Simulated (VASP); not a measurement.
Wanted: the native input for a VASP 6.6.1 run.

```yaml
Task: single point
Functional: PBE
Potentials_or_basis: VASP PAW PBE potentials, release 64 (Zr_sv, Pd, Se)
Cutoff: 520 eV
k_mesh: 4 × 4 × 4
Occupations: gaussian, width 0.1 eV
Spin: no spin polarisation
Dipole_correction: no
Further_INCAR_settings: ALGO = Normal; EDIFF = 1e-07; NBANDS = 28
```

The structure of ZrPdSe3 lies in POSCAR:

```
ZrPdSe3
1.0
    4.1106596226      0.0000000000      0.0000000000
    0.0000000000      4.1106596226      0.0000000000
    0.0000000000      0.0000000000      6.9517677282
Zr Pd Se
1 1 3
Direct
    0.0000000000      0.0000000000      0.1804909533
    0.5000000000      0.5000000000      0.6679900785
    0.0000000000      0.5000000000      0.4474470903
    0.5000000000      0.0000000000      0.4474470903
    0.5000000000      0.5000000000      0.0292248075
```

The cell was built from a structure type or drawn by symmetry, and may not be a known phase.

One way to write it, as run:

INCAR

```
ALGO = Normal
EDIFF = 1E-7
ENCUT = 520
GGA = PE
ISIF = 2
ISMEAR = 0
LASPH = T
LCHARG = T
LELF = T
LREAL = F
LVHAR = T
LWAVE = F
NBANDS = 28
NELM = 100
PREC = Accurate
SIGMA = 0.1
```

KPOINTS

```
k-points
0
Gamma
  4 4 4
```

Potentials or basis: VASP PAW PBE potentials, release 64 (Zr_sv, Pd, Se).

Run with:

```bash
$ cat potpaw_PBE.64/Zr_sv/POTCAR potpaw_PBE.64/Pd/POTCAR potpaw_PBE.64/Se/POTCAR > POTCAR
$ mpirun -np 1 vasp_std > vasp.out
```

Results of the run:

```
Pressure               : 0.1 GPa
Largest force          : 0.012 eV/Å
Band gap on the k mesh : zero (bands 20 and 21 overlap by 1.17 eV)
```

Caveat: the k points lie up to 0.38 Å⁻¹ apart, too coarse for converged energies and pressures of a metal.

Wall time 67 s on 1 thread of Intel(R) Xeon(R) Platinum 8488C (Sapphire Rapids) (shared host), peak memory 0.25 GiB.
